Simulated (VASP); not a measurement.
# Zn (Pm-3m) in VASP: notebook

The runs below take Zn through single point, with PBEsol.

Everything below comes from runs of VASP 6.6.1. Logs are shortened: lines on timing, memory, paths and dates and some standing lists are left out, and cuts for length are marked.

**1. The cell of the first run**

It takes space group Pm-3m (No. 221, cubic). The conventional cell has a = 2.598 Å, b = 2.598 Å, c = 2.598 Å, α = 90.00°, β = 90.00°, γ = 90.00°. Within 3.4 Å of Zn (site symmetry m-3m) lie 6 Zn at 2.60 Å.

This isn't the form of Zn at room conditions, which is hcp.

**2. Single point, PBEsol**

Contents of INCAR:

```
  ALGO = Normal
  EDIFF = 1E-6
  ENCUT = 520
  GGA = PS
  ISIF = 2
  ISMEAR = 0
  LASPH = True
  LCHARG = False
  LREAL = False
  LWAVE = False
  NBANDS = 12
  NELM = 60
  PREC = Accurate
  SIGMA = 0.1
```

Contents of KPOINTS:

```
k-points
0
Gamma
  6 6 6
```

Contents of POSCAR:

```
Zn
1.0
    2.5980800019      0.0000000000      0.0000000000
    0.0000000000      2.5980800019      0.0000000000
    0.0000000000      0.0000000000      2.5980800019
Zn
1
Direct
    0.0000000000      0.0000000000      0.0000000000
```

Potentials or basis: VASP PAW PBE potentials, release 64 (Zn).

Started as:

```
> cat potpaw_PBE.64/Zn/POTCAR > POTCAR
> mpirun -np 1 vasp_std > vasp.out
```

OUTCAR:

```text
EDIFF = 1E-6
   ENCUT = 520
   GGA = PS
   ISIF = 2
   ISMEAR = 0
   LASPH = True
   LREAL = False
   NELM = 60
   PREC = Accurate

 ion  position               nearest neighbor table
   1  0.000  0.000  0.000-

  LATTYP: Found a simple cubic cell.
 ALAT       =     2.5980800019

  Lattice vectors:

 A1 = (   2.5980800019,   0.0000000000,   0.0000000000)
 A2 = (   0.0000000000,   2.5980800019,   0.0000000000)
 A3 = (   0.0000000000,   0.0000000000,   2.5980800019)

Analysis of symmetry for initial positions (statically):
=====================================================================
 Subroutine PRICEL returns:
 Original cell was already a primitive cell.

 Routine SETGRP: Setting up the symmetry group for a
 simple cubic supercell.

 Subroutine GETGRP returns: Found 48 space group operations
 (whereof 48 operations were pure point group operations)
 out of a pool of 48 trial point group operations.

The static configuration has the point symmetry O_h .

Analysis of symmetry for dynamics (positions and initial velocities):
=====================================================================
 Subroutine PRICEL returns:
 Original cell was already a primitive cell.

 Routine SETGRP: Setting up the symmetry group for a
 simple cubic supercell.

 Subroutine GETGRP returns: Found 48 space group operations
 (whereof 48 operations were pure point group operations)
 out of a pool of 48 trial point group operations.

The dynamic configuration has the point symmetry O_h .

 Subroutine INISYM returns: Found 48 space group operations
 (whereof 48 operations are pure point group operations),
 and found     1 'primitive' translations

----------------------------------------------------------------------------------------

                                     Primitive cell

  volume of cell :      17.5371

  direct lattice vectors                    reciprocal lattice vectors
     2.598080002  0.000000000  0.000000000     0.384899618  0.000000000  0.000000000
     0.000000000  2.598080002  0.000000000     0.000000000  0.384899618  0.000000000
     0.000000000  0.000000000  2.598080002     0.000000000  0.000000000  0.384899618

  length of vectors
     2.598080002  2.598080002  2.598080002     0.384899618  0.384899618  0.384899618

  position of ions in fractional coordinates (direct lattice)
     0.000000000  0.000000000  0.000000000

  ion indices of the primitive-cell ions
   primitive index   ion index
                 1           1

----------------------------------------------------------------------------------------

 KPOINTS: k-points

Automatic generation of k-mesh.
 Grid dimensions read from file:
 generate k-points for:    6    6    6

 Generating k-lattice:

  Cartesian coordinates                     Fractional coordinates (reciprocal lattice)
     0.064149936  0.000000000  0.000000000     0.166666667  0.000000000  0.000000000
     0.000000000  0.064149936  0.000000000     0.000000000  0.166666667  0.000000000
     0.000000000  0.000000000  0.064149936     0.000000000  0.000000000  0.166666667

  Length of vectors
     0.064149936  0.064149936  0.064149936

  Shift w.r.t. Gamma in fractional coordinates (k-lattice)
     0.000000000  0.000000000  0.000000000

 Subroutine IBZKPT returns following result:
 ===========================================

 Found     20 irreducible k-points:

 Following reciprocal coordinates:
            Coordinates               Weight
  0.000000  0.000000  0.000000      1.000000
  0.166667  0.000000  0.000000      6.000000
  0.333333  0.000000  0.000000      6.000000
  0.500000  0.000000  0.000000      3.000000
  0.166667  0.166667  0.000000     12.000000
  0.333333  0.166667  0.000000     24.000000
[... 12 lines left out ...]
  0.500000  0.500000  0.333333      6.000000
  0.500000  0.500000  0.500000      1.000000
   k-points           NKPTS =     20   k-points in BZ     NKDIM =     20   number of bands    NBANDS=     12
   number of dos      NEDOS =    301   number of ions     NIONS =      1
   total plane-waves  NPLWV =   8000
   dimension x,y,z NGX =    20 NGY =   20 NGZ =   20
   dimension x,y,z NGXF=    40 NGYF=   40 NGZF=   40
   ions per type =               1
   NGX,Y,Z   is equivalent  to a cutoff of  12.80, 12.80, 12.80 a.u.
   NGXF,Y,Z  is equivalent  to a cutoff of  25.60, 25.60, 25.60 a.u.
 SYSTEM =  unknown system
   PREC   = accura    normal or accurate (medium, high low for compatibility)
   ISTART =      0    job   : 0-new  1-cont  2-samecut
   ICHARG =      2    charge: 1-file 2-atom 10-const
   ISPIN  =      1    spin polarized calculation?
   LNONCOLLINEAR =      F non collinear calculations
   LSORBIT =      F    spin-orbit coupling
   LASPH  =      T    aspherical Exc in radial PAW
   ENCUT  =  520.0 eV  38.22 Ry    6.18 a.u.   4.83  4.83  4.83*2*pi/ulx,y,z
   NELM   =     60;   NELMIN=  2; NELMDL= -5     # of ELM steps
   EDIFF  = 0.1E-05   stopping-criterion for ELM
   LREAL  =      F    real-space projection
   EDIFFG = 0.1E-04   stopping-criterion for IOM
   NSW    =      0    number of steps for IOM
   IBRION =     -1    ionic relax: 0-MD 1-quasi-New 2-CG
   NFREE  =      0    steps in history (QN), initial steepest desc. (CG)
   ISIF   =      2    stress and relaxation
   ISYM   =      2    0-nonsym 1-usesym 2-fastsym
   POTIM  = 0.5000    time-step for ionic-motion
   TEBEG  =    0.0;   TEEND  =   0.0 temperature during run
   PSTRESS=    0.0 pullay stress
   NELECT =      12.0000    total number of electrons
   NUPDOWN=      -1.0000    fix difference up-down
   EMIN   =  10.00;   EMAX   =-10.00  energy-range for DOS
   EFERMI =   0.00;   METHOD = LEGACY
   ISMEAR =     0;   SIGMA  =   0.10  broadening in eV -4-tet -1-fermi 0-gaus
   EFERMI_NEDOS =   21; number of points for ismear=-14 and -15
   IALGO  =     38    algorithm
   IMIX   =      4    mixing-type and parameters
     AMIX     =   0.40;   BMIX     =  1.00
     AMIX_MAG =   1.60;   BMIX_MAG =  1.00
  volume/ion in A,a.u.               =      17.54       118.35
  Fermi-wavevector in a.u.,A,eV,Ry     =   1.442612  2.726140 28.315465  2.081128
  Thomas-Fermi vector in A             =   2.561112
   LORBIT       =      0    0 simple, 1 ext, 2 COOP (PROOUT), +10 PAW based schemes
   GGA     = PS    functional components
   LHFCALC =     F    Hartree Fock is set to
   AEXX    =    0.0000 exact exchange contribution
   IVDW    =     0    specifies the selected vdW correction
   LEPSILON=     F    determine dielectric tensor
   LRPA    =     F    only Hartree local field effects (RPA)
 non-spin polarized calculation
 Gauss-broadening in eV      SIGMA  =   0.10
  energy-cutoff  :      520.00
  volume of cell :       17.54
 maximum number of plane-waves:       487
 NGX is ok and might be reduce to    20
   NGX =  9   NGY =  9   NGZ =  9

 number of electron      11.9999966 magnetization

 Free energy of the ion-electron system (eV)
  ---------------------------------------------------
  ext. energy  EPLUGINS =         0.00000000
  ---------------------------------------------------
  free energy    TOTEN  =        -1.31440887 eV

  energy without entropy =       -1.31244898  energy(sigma->0) =       -1.31342893

 E-fermi :   1.5303     XC(G=0): -10.8957

 val. band max:        1.3714573827   @ k =   0.5000   0.3333   0.1667
 cond. band min:       1.6178377221   @ k =   0.5000   0.3333   0.0000
 fundamental gap:      0.2463803394
 Fermi energy:         1.5303424886

 k-point     1 :       0.0000    0.0000    0.0000
  band No.  band energies     occupation
      1      -7.3877      2.00000
      2      -6.0923      2.00000
      3      -6.0923      2.00000
      4      -4.8546      2.00000
      5      -4.8546      2.00000
      6      -4.8546      2.00000
      7      14.3290      0.00000
      8      14.3290      0.00000
      9      14.3290      0.00000
     10      17.2739      0.00000
     11      17.2739      0.00000
     12      20.1074      0.00000

 k-point     2 :       0.1667    0.0000    0.0000
  band No.  band energies     occupation
      1      -6.7992      2.00000
      2      -6.0589      2.00000
      3      -5.8805      2.00000
      4      -4.9476      2.00000
      5      -4.9476      2.00000
      6      -4.8468      2.00000
      7       9.0924      0.00000
      8      15.0551      0.00000
      9      15.0551      0.00000
     10      17.7398      0.00000
     11      19.3938      0.00000
     12      24.5977      0.00000

 k-point     3 :       0.3333    0.0000    0.0000
  band No.  band energies     occupation
      1      -6.0547      2.00000
      2      -5.9916      2.00000
      3      -5.1279      2.00000
      4      -5.1279      2.00000
      5      -4.8311      2.00000
      6      -4.3528      2.00000
      7       3.4808      0.00000
      8      17.0535      0.00000
      9      17.0535      0.00000
     10      19.1809      0.00000
     11      20.5398      0.00000
     12      25.4715      0.00000
[... 226 lines left out ...]
 k-point    19 :       0.5000    0.5000    0.3333
  band No.  band energies     occupation
      1      -5.8744      2.00000
      2      -5.6666      2.00000
      3      -5.6666      2.00000
      4      -4.8622      2.00000
      5      -4.5521      2.00000
      6       5.8713      0.00000
      7       5.8713      0.00000
      8       6.1562      0.00000
      9      10.0453      0.00000
     10      14.6879      0.00000
     11      15.2636      0.00000
     12      15.2636      0.00000

 k-point    20 :       0.5000    0.5000    0.5000
  band No.  band energies     occupation
      1      -5.8153      2.00000
      2      -5.8153      2.00000
      3      -5.8153      2.00000
      4      -4.5471      2.00000
      5      -4.5471      2.00000
      6       7.4656      0.00000
      7       7.4656      0.00000
      8       7.4656      0.00000
      9      11.8646      0.00000
     10      12.6451      0.00000
     11      12.6451      0.00000
     12      12.7994      0.00000

------------------------ aborting loop because EDIFF is reached ----------------------------------------

  FORCE on cell =-STRESS in cart. coord.  units (eV):
  Direction    XX          YY          ZZ          XY          YZ          ZX
  --------------------------------------------------------------------------------------
  -------------------------------------------------------------------------------------
  Total        0.0375572      0.0375572      0.0375572      0.0000000      0.0000000     -0.0000000
  in kB        3.4312036      3.4312036      3.4312036      0.0000000      0.0000000     -0.0000000
  external PRESSURE =       3.4312036 kB  Pullay stress =       0.0000000 kB

 VOLUME and BASIS-vectors are now :
 -----------------------------------------------------------------------------
  energy-cutoff  :      520.00
  volume of cell :       17.54
      direct lattice vectors                 reciprocal lattice vectors
     2.598080002  0.000000000  0.000000000     0.384899618  0.000000000  0.000000000
     0.000000000  2.598080002  0.000000000     0.000000000  0.384899618  0.000000000
     0.000000000  0.000000000  2.598080002     0.000000000  0.000000000  0.384899618

 POSITION                                       TOTAL-FORCE (eV/Angst)
 -----------------------------------------------------------------------------------
      0.00000      0.00000      0.00000         0.000000      0.000000      0.000000
 -----------------------------------------------------------------------------------
    total drift:                               -0.000000      0.000000      0.000000

  FREE ENERGIE OF THE ION-ELECTRON SYSTEM (eV)
  ---------------------------------------------------
  free  energy   TOTEN  =        -1.3144088714 eV

  energy  without entropy=       -1.3124489800  energy(sigma->0) =       -1.31342893
```

It took 3.4 s on 1 thread of Intel Xeon Platinum 8259CL at 2.50GHz (Skylake/Cascade Lake), shared host; peak memory 0.12 GiB.

What came out:

```yaml
Free_energy: -1.3144 eV
Pressure: 0.3 GPa
Band_gap_on_the_k_mesh: zero (bands 6 and 7 overlap by 8.49 eV)
```

Levels at points of the mesh, in eV from the Fermi level:
```csv
k point,band 2,band 3,band 4,band 5,band 6,band 7,band 8,band 9,band 10,band 11
"(0.00, 0.00, 0.00)",-7.62,-7.62,-6.38,-6.38,-6.38,12.80,12.80,12.80,15.74,15.74
"(0.50, 0.00, 0.00)",-7.43,-6.75,-6.75,-6.35,-2.63,-2.55,17.44,17.44,19.89,19.97
"(0.50, 0.50, 0.00)",-7.30,-6.68,-6.68,-6.10,1.68,1.68,3.02,6.51,22.57,24.30
"(0.50, 0.50, 0.50)",-7.35,-7.35,-6.08,-6.08,5.94,5.94,5.94,10.33,11.11,11.11
```

Caveat: the k points lie up to 0.40 Å⁻¹ apart, too coarse for converged energies and pressures of a metal; the PAW data sets were made with another functional, which shifts forces and pressure a little.

(Continued in part 2 of 2.)
